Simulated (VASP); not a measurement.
# LiH: G0W0 quasiparticle levels with PBE

The system is LiH.

```
CELL_PARAMETERS angstrom
2.50166 0.00000 0.00000
0.00000 2.50166 0.00000
0.00000 0.00000 2.50166
ATOMIC_POSITIONS crystal
Li 0.00000 0.00000 0.00000
H 0.50000 0.50000 0.50000
```

| Property | Result |
| --- | --- |
| Program | VASP 6.6.1 |
| Task | G0W0 quasiparticle levels |
| Functional | PBE |
| Potentials or basis | VASP PAW PBE potentials, release 64 (Li_GW, H_GW) |
| Cutoff | 500 eV |
| k mesh | 10 × 10 × 10 |
| Occupations | gaussian, width 0.01 eV |
| Spin | no spin polarisation |
| Dipole correction | no |
| GW scheme | G0W0 |
| GW iterations | 1 |
| Cutoff of the response function | 80 |
| Frequency points | 96 |
| Empty bands | 30 |
| Further INCAR settings | ALGO = EVGW0; EDIFF = 1e-08; NBANDS = 31 |

```json
{"Quasiparticle gap": "1.95 eV", "Least direct quasiparticle gap": "5.93 eV", "Band gap of the starting levels on the mesh": "0.68 eV", "Least direct gap of the starting levels on the mesh": "4.22 eV"}
```

Wall time 4.4 min on 1 thread of Intel(R) Xeon(R) 6975P-C (Granite Rapids), with other jobs on the host, peak memory 0.68 GiB.

Caveat: bands, screening cutoff and mesh are small and nothing is extrapolated, so the quasiparticle values aren't converged; the structure was generated, so it needn't be the stable form of LiH.
